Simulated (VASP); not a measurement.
# TePb (Pm-3m) in VASP: notebook

Runs on TePb. Level: r2SCAN. Tasks: single point.

Program: VASP 6.6.1. These are calculated values, not measurements. Logs are shortened: lines on timing, memory, paths and dates and some standing lists are left out, and cuts for length are marked.

## 1. The cell of the first run

Symmetry: Pm-3m, No. 221, cubic system. The conventional cell has a = 4.002 Å, b = 4.002 Å, c = 4.002 Å, α = 90.00°, β = 90.00°, γ = 90.00°. Within 4.6 Å of Pb (site symmetry m-3m) lie 8 Te at 3.47 Å and 6 Pb at 4.00 Å. Te (site symmetry m-3m) has 8 Pb at 3.47 Å and 6 Te at 4.00 Å within 4.6 Å.

## 2. Single point, r2SCAN

Contents of POSCAR:

```
TePb
1.0
    4.0022870000      0.0000000000      0.0000000000
    0.0000000000      4.0022870000      0.0000000000
    0.0000000000      0.0000000000      4.0022870000
Pb Te
1 1
Direct
    0.0000000000      0.0000000000      0.0000000000
    0.5000000000      0.5000000000      0.5000000000
```

Contents of INCAR.step1:

```
ALGO = Normal ; EDIFF = 1E-4
ENCUT = 520 ; GGA = PE
ISMEAR = -1 ; LASPH = True
LCHARG = False ; LREAL = False
LWAVE = True ; NBANDS = 17
NELM = 100 ; PREC = Accurate
SIGMA = 0.05
```

Contents of INCAR.step2:

```
ALGO = Normal ; EDIFF = 1E-7
ENCUT = 520 ; ISIF = 2
ISMEAR = -1 ; ISTART = 1
LASPH = True ; LCHARG = False
LMIXTAU = True ; LREAL = False
LWAVE = False ; METAGGA = R2SCAN
NBANDS = 17 ; NELM = 100
PREC = Accurate ; SIGMA = 0.05
```

Contents of KPOINTS:

```
k-points
0
Gamma
  7 7 7
```

Potentials or basis: VASP PAW PBE potentials, release 64 (Pb_d, Te).

Launch:

```
> cat potpaw_PBE.64/Pb_d/POTCAR potpaw_PBE.64/Te/POTCAR > POTCAR
> cp INCAR.step1 INCAR
> mpirun -np 1 vasp_std > vasp.out
> cp INCAR.step2 INCAR
> mpirun -np 1 vasp_std > vasp.out
```

OUTCAR:

```text
EDIFF = 1E-7
   ENCUT = 520
   ISIF = 2
   ISMEAR = -1
   ISTART = 1
   LASPH = True
   LREAL = False
   METAGGA = R2SCAN
   NELM = 100
   PREC = Accurate

 ion  position               nearest neighbor table
   1  0.000  0.000  0.000-   2 3.47   2 3.47   2 3.47   2 3.47   2 3.47   2 3.47   2 3.47   2 3.47

   2  0.500  0.500  0.500-   1 3.47   1 3.47   1 3.47   1 3.47   1 3.47   1 3.47   1 3.47   1 3.47

  LATTYP: Found a simple cubic cell.
 ALAT       =     4.0022870000

  Lattice vectors:

 A1 = (   4.0022870000,   0.0000000000,   0.0000000000)
 A2 = (   0.0000000000,   4.0022870000,   0.0000000000)
 A3 = (   0.0000000000,   0.0000000000,   4.0022870000)

Analysis of symmetry for initial positions (statically):
=====================================================================
 Subroutine PRICEL returns:
 Original cell was already a primitive cell.

 Routine SETGRP: Setting up the symmetry group for a
 simple cubic supercell.

 Subroutine GETGRP returns: Found 48 space group operations
 (whereof 48 operations were pure point group operations)
 out of a pool of 48 trial point group operations.

The static configuration has the point symmetry O_h .

Analysis of symmetry for dynamics (positions and initial velocities):
=====================================================================
 Subroutine PRICEL returns:
 Original cell was already a primitive cell.

 Routine SETGRP: Setting up the symmetry group for a
 simple cubic supercell.

 Subroutine GETGRP returns: Found 48 space group operations
 (whereof 48 operations were pure point group operations)
 out of a pool of 48 trial point group operations.

The dynamic configuration has the point symmetry O_h .

 Subroutine INISYM returns: Found 48 space group operations
 (whereof 48 operations are pure point group operations),
 and found     1 'primitive' translations

----------------------------------------------------------------------------------------

                                     Primitive cell

  volume of cell :      64.1098

  direct lattice vectors                    reciprocal lattice vectors
     4.002287000  0.000000000  0.000000000     0.249857144  0.000000000  0.000000000
     0.000000000  4.002287000  0.000000000     0.000000000  0.249857144  0.000000000
     0.000000000  0.000000000  4.002287000     0.000000000  0.000000000  0.249857144

  length of vectors
     4.002287000  4.002287000  4.002287000     0.249857144  0.249857144  0.249857144
[... 74 lines left out ...]
   ENCUT  =  520.0 eV  38.22 Ry    6.18 a.u.   7.44  7.44  7.44*2*pi/ulx,y,z
   NELM   =    100;   NELMIN=  2; NELMDL=  0     # of ELM steps
   EDIFF  = 0.1E-06   stopping-criterion for ELM
   LREAL  =      F    real-space projection
   EDIFFG = 0.1E-05   stopping-criterion for IOM
   NSW    =      0    number of steps for IOM
   IBRION =     -1    ionic relax: 0-MD 1-quasi-New 2-CG
   NFREE  =      0    steps in history (QN), initial steepest desc. (CG)
   ISIF   =      2    stress and relaxation
   ISYM   =      2    0-nonsym 1-usesym 2-fastsym
   POTIM  = 0.5000    time-step for ionic-motion
   TEBEG  =    0.0;   TEEND  =   0.0 temperature during run
   PSTRESS=    0.0 pullay stress
   NELECT =      20.0000    total number of electrons
   NUPDOWN=      -1.0000    fix difference up-down
   EMIN   =  10.00;   EMAX   =-10.00  energy-range for DOS
   EFERMI =   0.00;   METHOD = LEGACY
   ISMEAR =    -1;   SIGMA  =   0.05  broadening in eV -4-tet -1-fermi 0-gaus
   EFERMI_NEDOS =   21; number of points for ismear=-14 and -15
   IALGO  =     38    algorithm
   IMIX   =      4    mixing-type and parameters
     AMIX     =   0.40;   BMIX     =  1.00
     AMIX_MAG =   1.60;   BMIX_MAG =  1.00
  volume/ion in A,a.u.               =      32.05       216.32
  Fermi-wavevector in a.u.,A,eV,Ry     =   1.110307  2.098177 16.773027  1.232783
  Thomas-Fermi vector in A             =   2.246857
   LORBIT       =      0    0 simple, 1 ext, 2 COOP (PROOUT), +10 PAW based schemes
   METAGGA = R2SCAN    functional components
   LHFCALC =     F    Hartree Fock is set to
   AEXX    =    0.0000 exact exchange contribution
   IVDW    =     0    specifies the selected vdW correction
   LEPSILON=     F    determine dielectric tensor
   LRPA    =     F    only Hartree local field effects (RPA)
 non-spin polarized calculation
  energy-cutoff  :      520.00
  volume of cell :       64.11
 maximum number of plane-waves:      1751
 NGX is ok and might be reduce to    30
   NGX = 15   NGY = 15   NGZ = 15

 number of electron      20.0000009 magnetization

 Free energy of the ion-electron system (eV)
  ---------------------------------------------------
  ext. energy  EPLUGINS =         0.00000000
  ---------------------------------------------------
  free energy    TOTEN  =       -82.15154830 eV

  energy without entropy =      -82.14380488  energy(sigma->0) =      -82.14767659

 E-fermi :   6.2999     XC(G=0): -10.1687

 val. band max:        6.2423537290   @ k =   0.4286   0.2857   0.0000
 cond. band min:       6.4218676175   @ k =   0.4286   0.4286   0.0000
 fundamental gap:      0.1795138885
 Fermi energy:         6.2999084270

 k-point     1 :       0.0000    0.0000    0.0000
  band No.  band energies     occupation
      1     -11.6167      2.00000
      2     -11.6167      2.00000
      3     -11.5317      2.00000
      4     -11.5317      2.00000
      5     -11.5317      2.00000
      6      -6.3230      2.00000
[... 377 lines left out ...]
      4     -11.5111      2.00000
      5     -11.5111      2.00000
      6      -3.7790      2.00000
[... 9 lines left out ...]
     16      19.5727      0.00000
     17      21.3562      0.00000

------------------------ aborting loop because EDIFF is reached ----------------------------------------

  FORCE on cell =-STRESS in cart. coord.  units (eV):
  Direction    XX          YY          ZZ          XY          YZ          ZX
  --------------------------------------------------------------------------------------
  -------------------------------------------------------------------------------------
  Total       -0.0903314     -0.0903314     -0.0903314     -0.0000000     -0.0000000      0.0000000
  in kB       -2.2574839     -2.2574839     -2.2574839     -0.0000000     -0.0000000      0.0000000
  external PRESSURE =      -2.2574839 kB  Pullay stress =       0.0000000 kB

 VOLUME and BASIS-vectors are now :
 -----------------------------------------------------------------------------
  energy-cutoff  :      520.00
  volume of cell :       64.11
      direct lattice vectors                 reciprocal lattice vectors
     4.002287000  0.000000000  0.000000000     0.249857144  0.000000000  0.000000000
     0.000000000  4.002287000  0.000000000     0.000000000  0.249857144  0.000000000
     0.000000000  0.000000000  4.002287000     0.000000000  0.000000000  0.249857144

 POSITION                                       TOTAL-FORCE (eV/Angst)
 -----------------------------------------------------------------------------------
      0.00000      0.00000      0.00000         0.000000      0.000000      0.000000
      2.00114      2.00114      2.00114         0.000000      0.000000      0.000000
 -----------------------------------------------------------------------------------
    total drift:                                0.000000     -0.000000     -0.000000

  FREE ENERGIE OF THE ION-ELECTRON SYSTEM (eV)
  ---------------------------------------------------
  free  energy   TOTEN  =       -82.1515483042 eV

  energy  without entropy=      -82.1438048844  energy(sigma->0) =      -82.14767659
```

It took 68 s on 1 thread of Intel Xeon 6975P-C, shared host; peak memory 0.18 GiB.

What came out:

```
Free energy            : -82.1515 eV
Pressure               : -0.2 GPa
Band gap on the k mesh : zero (band 10 reaches 6.42 eV, above the bottom of band 11 at 5.78 eV)
```

Caveat: the PAW data sets were made with another functional, which shifts forces and pressure a little; spin-orbit coupling is left out, which moves the levels of the heavy elements.

## 3. Single point, r2SCAN

This run uses another cell than the first one, of 32.70 Å³/atom, 1.020 times its volume.

Contents of POSCAR:

```
TePb
1.0
    4.0287929844      0.0000000000      0.0000000000
    0.0000000000      4.0287929844      0.0000000000
    0.0000000000      0.0000000000      4.0287929844
Pb Te
1 1
Direct
    0.0000000000      0.0000000000      0.0000000000
    0.5000000000      0.5000000000      0.5000000000
```

Contents of INCAR.step1:

```
SYSTEM = TePb
ALGO = Normal
EDIFF = 1E-4
ENCUT = 520
GGA = PE
ISMEAR = -1
LASPH = .True.
LCHARG = .False.
LREAL = .False.
LWAVE = .True.
NBANDS = 17
NELM = 100
PREC = Accurate
SIGMA = 0.05
```

Contents of INCAR.step2:

```
SYSTEM = TePb
ALGO = Normal
EDIFF = 1E-7
ENCUT = 520
ISIF = 2
ISMEAR = -1
ISTART = 1
LASPH = .True.
LCHARG = .False.
LMIXTAU = .True.
LREAL = .False.
LWAVE = .False.
METAGGA = R2SCAN
NBANDS = 17
NELM = 100
PREC = Accurate
SIGMA = 0.05
```

Contents of KPOINTS:

```
k-points
0
Gamma
  7 7 7
  0 0 0
```

Potentials or basis: VASP PAW PBE potentials, release 64 (Pb_d, Te).

Launch:

```
> cat potpaw_PBE.64/Pb_d/POTCAR potpaw_PBE.64/Te/POTCAR > POTCAR
> cp INCAR.step1 INCAR
> mpirun -np 1 vasp_std > vasp.out
> cp INCAR.step2 INCAR
> mpirun -np 1 vasp_std > vasp.out
```

Run time: 77 s. Hardware: 1 thread of Intel Xeon 6975P-C, shared host; peak memory 0.18 GiB.

It converged, with:

| Quantity | Value |
| --- | --- |
| Free energy | -82.1467 eV |
| Pressure | -1.1 GPa |
| Band gap on the k mesh | zero (band 10 reaches 6.19 eV, above the bottom of band 11 at 5.60 eV) |

Levels at points of the mesh, in eV from the Fermi level:
| k point | band 6 | band 7 | band 8 | band 9 | band 10 | band 11 | band 12 | band 13 | band 14 | band 15 |
| --- | --- | --- | --- | --- | --- | --- | --- | --- | --- | --- |
| (0.00, 0.00, 0.00) | -12.49 | -7.00 | -1.64 | -1.64 | -1.64 | 4.48 | 4.48 | 5.37 | 5.37 | 5.37 |

Caveat: the PAW data sets were made with another functional, which shifts forces and pressure a little; spin-orbit coupling is left out, which moves the levels of the heavy elements.

## 4. Single point, r2SCAN

This run uses another cell than the first one, of 33.34 Å³/atom, 1.040 times its volume.

Contents of POSCAR:

```
TePb
1.0
    4.0549547108      0.0000000000      0.0000000000
    0.0000000000      4.0549547108      0.0000000000
    0.0000000000      0.0000000000      4.0549547108
Pb Te
1 1
Direct
    0.0000000000      0.0000000000      0.0000000000
    0.5000000000      0.5000000000      0.5000000000
```

INCAR.step1, as its differences from that of step 3:

```diff
@@ -11,3 +11,3 @@
 NBANDS = 17
-NELM = 100
+NELM = 60
 PREC = Accurate
```

INCAR.step2, as its differences from that of step 3:

```diff
@@ -14,3 +14,3 @@
 NBANDS = 17
-NELM = 100
+NELM = 60
 PREC = Accurate
```

KPOINTS is that of step 3.

Launch:

```
> cat potpaw_PBE.64/Pb_d/POTCAR potpaw_PBE.64/Te/POTCAR > POTCAR
> cp INCAR.step1 INCAR
> mpirun -np 1 vasp_std > vasp.out
> cp INCAR.step2 INCAR
> mpirun -np 1 vasp_std > vasp.out
```

It took 69 s on 1 thread of Intel Xeon 6975P-C, shared host; peak memory 0.18 GiB.

It converged, with:

- Free energy: -82.1354 eV
- Pressure: -1.8 GPa
- Band gap on the k mesh: zero (band 10 reaches 5.97 eV, above the bottom of band 11 at 5.43 eV)

Levels at points of the mesh, in eV from the Fermi level:
```csv
k point,band 7,band 8,band 9,band 10,band 11,band 12,band 13,band 14
"(0.00, 0.00, 0.00)",-7.06,-1.60,-1.60,-1.60,4.51,4.51,5.24,5.24
```

Caveat: the PAW data sets were made with another functional, which shifts forces and pressure a little; spin-orbit coupling is left out, which moves the levels of the heavy elements.

## 5. Single point, r2SCAN

This run uses another cell than the first one, of 33.98 Å³/atom, 1.060 times its volume.

Contents of POSCAR:

```
TePb
1.0
    4.0807831442      0.0000000000      0.0000000000
    0.0000000000      4.0807831442      0.0000000000
    0.0000000000      0.0000000000      4.0807831442
Pb Te
1 1
Direct
    0.0000000000      0.0000000000      0.0000000000
    0.5000000000      0.5000000000      0.5000000000
```

Contents of INCAR.step1:

```
PREC = Accurate
ENCUT = 520
ISMEAR = -1
SIGMA = 0.05
LREAL = F
LASPH = T
NELM = 100
NBANDS = 17
GGA = PE
ALGO = Normal
EDIFF = 1E-4
LWAVE = T
LCHARG = F
```

Contents of INCAR.step2:

```
PREC = Accurate
ENCUT = 520
EDIFF = 1E-6
ISMEAR = -1
SIGMA = 0.05
LREAL = F
LASPH = T
NELM = 100
ALGO = Normal
ISIF = 2
LWAVE = F
LCHARG = F
METAGGA = R2SCAN
LMIXTAU = T
NBANDS = 17
ISTART = 1
```

Contents of KPOINTS:

```
regular mesh
0
Gamma
  7 7 7
```

Launch:

```
> cat potpaw_PBE.64/Pb_d/POTCAR potpaw_PBE.64/Te/POTCAR > POTCAR
> cp INCAR.step1 INCAR
> mpirun -np 1 vasp_std > vasp.out
> cp INCAR.step2 INCAR
> mpirun -np 1 vasp_std > vasp.out
```

Wall time 63 s (1 thread of Intel Xeon 6975P-C, shared host); peak memory 0.18 GiB.

The run converged. Its results:

```yaml
Free_energy: -82.1184 eV
Pressure: -2.5 GPa
Band_gap_on_the_k_mesh: zero (band 10 reaches 5.76 eV, above the bottom of band 11 at 5.27 eV)
```

Levels at points of the mesh, in eV from the Fermi level:
```
           k point  band 6  band 7  band 8  band 9  band 10  band 11  band 12  band 13  band 14  band 15
(0.00, 0.00, 0.00)  -12.25   -7.12   -1.55   -1.55    -1.55     4.53     4.53     5.12     5.12     5.12
```

Caveat: the PAW data sets were made with another functional, which shifts forces and pressure a little; spin-orbit coupling is left out, which moves the levels of the heavy elements.

## 6. Summary

```csv
cell,gap on the mesh (eV),pressure (GPa)
"a = 4.002 Å, 2 atoms",none,-0.2
"a = 4.029 Å, 2 atoms",none,-1.1
"a = 4.055 Å, 2 atoms",none,-1.8
"a = 4.081 Å, 2 atoms",none,-2.5
```

Alike in all rows: task single point; level r2SCAN; potentials or basis VASP PAW PBE potentials, release 64 (Pb_d, Te); no spin polarisation; k mesh 7 × 7 × 7; cutoff (eV) 520; smearing fermi-dirac 0.05 eV.

Caveats: the PAW data sets were made with another functional, which shifts forces and pressure a little; spin-orbit coupling is left out, which moves the levels of the heavy elements.

Total energies depend on the potentials used, so only differences within one code and one set of settings carry meaning.
